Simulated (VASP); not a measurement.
**ZnSe: single point with PBE**

Crystal: ZnSe.

```xyz
2
Lattice="0.0000 2.6841 2.6841 2.6841 0.0000 2.6841 2.6841 2.6841 0.0000" Properties=species:S:1:pos:R:3 pbc="T T T"
Zn    0.0000    0.0000    0.0000
Se    2.6841    2.6841    2.6841
```

```yaml
Program: VASP 6.6.1
Task: single point
Functional: PBE
Potentials_or_basis: VASP PAW PBE potentials, release 64 (Zn, Se)
Cutoff: 520 eV
k_mesh: 14 × 14 × 14
Occupations: gaussian, width 0.1 eV
Spin: non-collinear spin, zero start, spin-orbit coupling
Starting_moments: "[[0.0, 0.0, 0.0], [0.0, 0.0, 0.0]] μB"
```

```json
{
 "Pressure": "0.2 GPa",
 "Net moment": "0.00 μB per cell",
 "Valence electrons inside the program's atomic spheres": "Zn 10.61; Se 3.84"
}
```

Moments on the atoms (μB; x, y, z):
```
Zn  0.00 0.00 0.00
Se  0.00 0.00 0.00
```

Wall time 3.7 min on 1 thread of AMD EPYC 7R13 Processor (Zen 3), on a shared host, peak memory 0.33 GiB.
